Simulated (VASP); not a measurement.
# TiNi (Pm-3m) in VASP: notebook, part 2 of 2

VASP 6.6.1. Earlier steps stand in the parts before.

## Step 3: Single point, PBEsol

Input file INCAR:

```
SYSTEM = TiNi
PREC = Accurate ; ENCUT = 520
EDIFF = 1E-6 ; ISMEAR = -1
SIGMA = 0.05 ; LREAL = .False.
LASPH = .True. ; NELM = 100
ALGO = Normal ; ISIF = 2
LWAVE = .False. ; LCHARG = .False.
GGA = PS ; NBANDS = 30
```

Input file KPOINTS:

```
regular mesh
0
Gamma
  10 10 10
  0 0 0
```

Input file POSCAR:

```
TiNi
1.0
    2.9880661300      2.9880661300      0.0000000000
    2.9880661300      0.0000000000      2.9880661300
    2.9880661300      0.0000000000     -2.9880661300
Ti Ni
2 2
Direct
    0.5000000000      0.2500000000      0.7500000000
    0.5000000000      0.7500000000      0.2500000000
    0.0000000000      0.0000000000      0.0000000000
    0.0000000000      0.5000000000      0.5000000000
```

Potentials or basis: VASP PAW PBE potentials, release 64 (Ti_sv, Ni).

Started as:

```
$ cat potpaw_PBE.64/Ti_sv/POTCAR potpaw_PBE.64/Ni/POTCAR > POTCAR
$ mpirun -np 1 vasp_std > vasp.out
```

OUTCAR:

```text
SYSTEM = TiNi
   PREC = Accurate
   ENCUT = 520
   EDIFF = 1E-6
   ISMEAR = -1
   LREAL = .False.
   LASPH = .True.
   NELM = 100
   ISIF = 2
   GGA = PS

 ion  position               nearest neighbor table
   1  0.500  0.250  0.750-   3 2.59   4 2.59   3 2.59   4 2.59   3 2.59   4 2.59   3 2.59   4 2.59

   2  0.500  0.750  0.250-   3 2.59   4 2.59   4 2.59   3 2.59   4 2.59   3 2.59   3 2.59   4 2.59

   3  0.000  0.000  0.000-   1 2.59   2 2.59   2 2.59   1 2.59   2 2.59   1 2.59   1 2.59   2 2.59
                             4 2.99   4 2.99   4 2.99   4 2.99   4 2.99   4 2.99
   4  0.000  0.500  0.500-   1 2.59   2 2.59   1 2.59   2 2.59   1 2.59   2 2.59   1 2.59   2 2.59
                             3 2.99   3 2.99   3 2.99   3 2.99   3 2.99   3 2.99

  LATTYP: Found a face centered cubic cell.
 ALAT       =     5.9761322600

  Lattice vectors:

 A1 = (   2.9880661300,   2.9880661300,   0.0000000000)
 A2 = (   2.9880661300,   0.0000000000,  -2.9880661300)
 A3 = (   0.0000000000,   2.9880661300,  -2.9880661300)

Analysis of symmetry for initial positions (statically):
=====================================================================
 Subroutine PRICEL returns following result:

  LATTYP: Found a simple cubic cell.
 ALAT       =     2.9880661300

  Lattice vectors:

 A1 = (   0.0000000000,   2.9880661300,   0.0000000000)
 A2 = (   0.0000000000,   0.0000000000,   2.9880661300)
 A3 = (   2.9880661300,   0.0000000000,   0.0000000000)

   2 primitive cells build up your supercell.

 Routine SETGRP: Setting up the symmetry group for a
 face centered cubic supercell.

 Subroutine GETGRP returns: Found 48 space group operations
[... 5 lines left out ...]
Analysis of symmetry for dynamics (positions and initial velocities):
=====================================================================
 Subroutine PRICEL returns following result:

  LATTYP: Found a simple cubic cell.
 ALAT       =     2.9880661300

  Lattice vectors:

 A1 = (   0.0000000000,   2.9880661300,   0.0000000000)
 A2 = (   0.0000000000,   0.0000000000,   2.9880661300)
 A3 = (   2.9880661300,   0.0000000000,   0.0000000000)

   2 primitive cells build up your supercell.

 Routine SETGRP: Setting up the symmetry group for a
 face centered cubic supercell.

 Subroutine GETGRP returns: Found 48 space group operations
[... 5 lines left out ...]
 Subroutine INISYM returns: Found 48 space group operations
 (whereof 48 operations are pure point group operations),
 and found     2 'primitive' translations

----------------------------------------------------------------------------------------

                                     Primitive cell

  volume of cell :      26.6791

  direct lattice vectors                    reciprocal lattice vectors
     0.000000000  2.988066130  0.000000000     0.000000000  0.334664615  0.000000000
     0.000000000  0.000000000  2.988066130     0.000000000  0.000000000  0.334664615
     2.988066130  0.000000000  0.000000000     0.334664615  0.000000000  0.000000000

  length of vectors
     2.988066130  2.988066130  2.988066130     0.334664615  0.334664615  0.334664615

  position of ions in fractional coordinates (direct lattice)
     0.500000000  0.500000000  0.500000000
     0.000000000  0.000000000  0.000000000

  ion indices of the primitive-cell ions
   primitive index   ion index
                 1           1
                 2           3

----------------------------------------------------------------------------------------

 KPOINTS: regular mesh

Automatic generation of k-mesh.
 Grid dimensions read from file:
 generate k-points for:   10   10   10

 Generating k-lattice:

  Cartesian coordinates                     Fractional coordinates (reciprocal lattice)
     0.000000000  0.033466461  0.000000000     0.100000000  0.000000000  0.000000000
     0.016733231 -0.016733231  0.016733231     0.000000000  0.100000000  0.000000000
     0.016733231 -0.016733231 -0.016733231     0.000000000  0.000000000  0.100000000

  Length of vectors
     0.033466461  0.028982806  0.028982806

  Shift w.r.t. Gamma in fractional coordinates (k-lattice)
     0.000000000  0.000000000  0.000000000

 Subroutine IBZKPT returns following result:
 ===========================================

 Found     47 irreducible k-points:

 Following reciprocal coordinates:
            Coordinates               Weight
  0.000000  0.000000  0.000000      1.000000
  0.100000  0.000000  0.000000      6.000000
  0.200000  0.000000  0.000000      6.000000
  0.300000  0.000000  0.000000      6.000000
  0.400000  0.000000  0.000000      6.000000
  0.500000  0.000000  0.000000      3.000000
[... 16 lines left out ...]
  0.000000  0.400000  0.000000      8.000000
  0.100000  0.400000  0.000000     24.000000
 [... further k-points ...]
   k-points           NKPTS =     47   k-points in BZ     NKDIM =     47   number of bands    NBANDS=     30
   number of dos      NEDOS =    301   number of ions     NIONS =      4
   total plane-waves  NPLWV =  32768
   dimension x,y,z NGX =    32 NGY =   32 NGZ =   32
   dimension x,y,z NGXF=    64 NGYF=   64 NGZF=   64
   ions per type =               2   2
   NGX,Y,Z   is equivalent  to a cutoff of  12.59, 12.59, 12.59 a.u.
   NGXF,Y,Z  is equivalent  to a cutoff of  25.18, 25.18, 25.18 a.u.
 SYSTEM =  TiNi
   PREC   = accura    normal or accurate (medium, high low for compatibility)
   ISTART =      0    job   : 0-new  1-cont  2-samecut
   ICHARG =      2    charge: 1-file 2-atom 10-const
   ISPIN  =      1    spin polarized calculation?
   LNONCOLLINEAR =      F non collinear calculations
   LSORBIT =      F    spin-orbit coupling
   LASPH  =      T    aspherical Exc in radial PAW
   ENCUT  =  520.0 eV  38.22 Ry    6.18 a.u.   7.86  7.86  7.86*2*pi/ulx,y,z
   NELM   =    100;   NELMIN=  2; NELMDL= -5     # of ELM steps
   EDIFF  = 0.1E-05   stopping-criterion for ELM
   LREAL  =      F    real-space projection
   EDIFFG = 0.1E-04   stopping-criterion for IOM
   NSW    =      0    number of steps for IOM
   IBRION =     -1    ionic relax: 0-MD 1-quasi-New 2-CG
   NFREE  =      0    steps in history (QN), initial steepest desc. (CG)
   ISIF   =      2    stress and relaxation
   ISYM   =      2    0-nonsym 1-usesym 2-fastsym
   POTIM  = 0.5000    time-step for ionic-motion
   TEBEG  =    0.0;   TEEND  =   0.0 temperature during run
   PSTRESS=    0.0 pullay stress
   NELECT =      44.0000    total number of electrons
   NUPDOWN=      -1.0000    fix difference up-down
   EMIN   =  10.00;   EMAX   =-10.00  energy-range for DOS
   EFERMI =   0.00;   METHOD = LEGACY
   ISMEAR =    -1;   SIGMA  =   0.05  broadening in eV -4-tet -1-fermi 0-gaus
   EFERMI_NEDOS =   21; number of points for ismear=-14 and -15
   IALGO  =     38    algorithm
   IMIX   =      4    mixing-type and parameters
     AMIX     =   0.40;   BMIX     =  1.00
     AMIX_MAG =   1.60;   BMIX_MAG =  1.00
  volume/ion in A,a.u.               =      13.34        90.02
  Fermi-wavevector in a.u.,A,eV,Ry     =   1.535178  2.901067 32.065840  2.356773
  Thomas-Fermi vector in A             =   2.642003
   LORBIT       =      0    0 simple, 1 ext, 2 COOP (PROOUT), +10 PAW based schemes
   GGA     = PS    functional components
   LHFCALC =     F    Hartree Fock is set to
   AEXX    =    0.0000 exact exchange contribution
   IVDW    =     0    specifies the selected vdW correction
   LEPSILON=     F    determine dielectric tensor
   LRPA    =     F    only Hartree local field effects (RPA)
 non-spin polarized calculation
  energy-cutoff  :      520.00
  volume of cell :       53.36
 maximum number of plane-waves:      1459
   NGX = 15   NGY = 15   NGZ = 15

 number of electron      44.0000023 magnetization

 Free energy of the ion-electron system (eV)
  ---------------------------------------------------
  ext. energy  EPLUGINS =         0.00000000
  ---------------------------------------------------
  free energy    TOTEN  =       -30.42351468 eV

  energy without entropy =      -30.37886374  energy(sigma->0) =      -30.40118921

 E-fermi :   9.4753     XC(G=0): -12.6639

 val. band max:        9.4720358791   @ k =   0.1000   0.5000   0.0000
 cond. band min:       9.4768828026   @ k =  -0.3000   0.2000   0.2000
 fundamental gap:      0.0048469236
 Fermi energy:         9.4753337833

 k-point     1 :       0.0000    0.0000    0.0000
  band No.  band energies     occupation
      1     -47.4684      2.00000
      2     -47.3775      2.00000
      3     -23.8859      2.00000
      4     -23.8859      2.00000
      5     -23.8859      2.00000
      6     -23.6619      2.00000
[... 781 lines left out ...]
     29      11.6819      0.00000
     30      12.8636      0.00000

 [... further k-points ...]
[... 5 lines left out ...]
  --------------------------------------------------------------------------------------
  -------------------------------------------------------------------------------------
  Total       -1.0349212     -1.0349212     -1.0349212      0.0000000     -0.0000000      0.0000000
  in kB      -31.0754392    -31.0754392    -31.0754392      0.0000000     -0.0000000      0.0000000
  external PRESSURE =     -31.0754392 kB  Pullay stress =       0.0000000 kB

 VOLUME and BASIS-vectors are now :
 -----------------------------------------------------------------------------
  energy-cutoff  :      520.00
  volume of cell :       53.36
      direct lattice vectors                 reciprocal lattice vectors
     2.988066130  2.988066130  0.000000000     0.000000000  0.334664615  0.000000000
     2.988066130  0.000000000  2.988066130     0.167332307 -0.167332307  0.167332307
     2.988066130  0.000000000 -2.988066130     0.167332307 -0.167332307 -0.167332307

 POSITION                                       TOTAL-FORCE (eV/Angst)
 -----------------------------------------------------------------------------------
      4.48210      1.49403     -1.49403        -0.000000      0.000000     -0.000000
      4.48210      1.49403      1.49403         0.000000      0.000000      0.000000
      0.00000      0.00000      0.00000        -0.000000     -0.000000      0.000000
      2.98807      0.00000      0.00000        -0.000000     -0.000000      0.000000
 -----------------------------------------------------------------------------------
    total drift:                                0.000000      0.000000      0.000000

  FREE ENERGIE OF THE ION-ELECTRON SYSTEM (eV)
  ---------------------------------------------------
  free  energy   TOTEN  =       -30.4235146768 eV

  energy  without entropy=      -30.3788637374  energy(sigma->0) =      -30.40118921
```

OSZICAR:

```text
N       E                     dE             d eps       ncg     rms          rms(c)
DAV:   1     0.434951256088E+03    0.43495E+03   -0.20882E+04  2860   0.194E+03
DAV:   2     0.137790434231E+02   -0.42117E+03   -0.41027E+03  2856   0.483E+02
DAV:   3    -0.319140500957E+02   -0.45693E+02   -0.44433E+02  4636   0.153E+02
DAV:   4    -0.355801981258E+02   -0.36661E+01   -0.36187E+01  4062   0.370E+01
DAV:   5    -0.357442534996E+02   -0.16406E+00   -0.16404E+00  3786   0.635E+00    0.196E+01
DAV:   6    -0.320218723782E+02    0.37224E+01   -0.30945E+01  3328   0.696E+01    0.121E+01
DAV:   7    -0.336030881873E+02   -0.15812E+01   -0.28464E+01  4224   0.567E+01    0.252E+01
DAV:   8    -0.304337669444E+02    0.31693E+01   -0.11461E+01  3930   0.401E+01    0.254E+00
DAV:   9    -0.304341844496E+02   -0.41751E-03   -0.68534E-01  4152   0.882E+00    0.206E+00
DAV:  10    -0.304319064610E+02    0.22780E-02   -0.24348E-01  3730   0.475E+00    0.760E-01
DAV:  11    -0.304258699488E+02    0.60365E-02   -0.26488E-02  3888   0.161E+00    0.489E-01
DAV:  12    -0.304240040951E+02    0.18659E-02   -0.53283E-03  3898   0.695E-01    0.144E-01
DAV:  13    -0.304235333839E+02    0.47071E-03   -0.22940E-03  3614   0.389E-01    0.599E-02
DAV:  14    -0.304235176221E+02    0.15762E-04   -0.14978E-04  4230   0.143E-01    0.328E-02
DAV:  15    -0.304235173033E+02    0.31872E-06   -0.60782E-05  3348   0.995E-02    0.185E-02
DAV:  16    -0.304235145442E+02    0.27591E-05   -0.12087E-05  3046   0.474E-02    0.189E-03
DAV:  17    -0.304235146768E+02   -0.13254E-06   -0.54874E-07  1512   0.713E-03
   1 F= -.30423515E+02 E0= -.30401189E+02  d E =-.446509E-01
```

It took 79 s on 1 thread of Intel Xeon 6975P-C, shared host; peak memory 0.21 GiB.

Results:

```yaml
Free_energy: -30.4235 eV
Pressure: -3.1 GPa
Band_gap_on_the_k_mesh: zero (band 22 reaches 9.85 eV, above the bottom of band 23 at 9.14 eV)
```

Caveat: the PAW data sets were made with another functional, which shifts forces and pressure a little. Spin polarisation is off, so any magnetic state and its effect on volume and gap are missing.
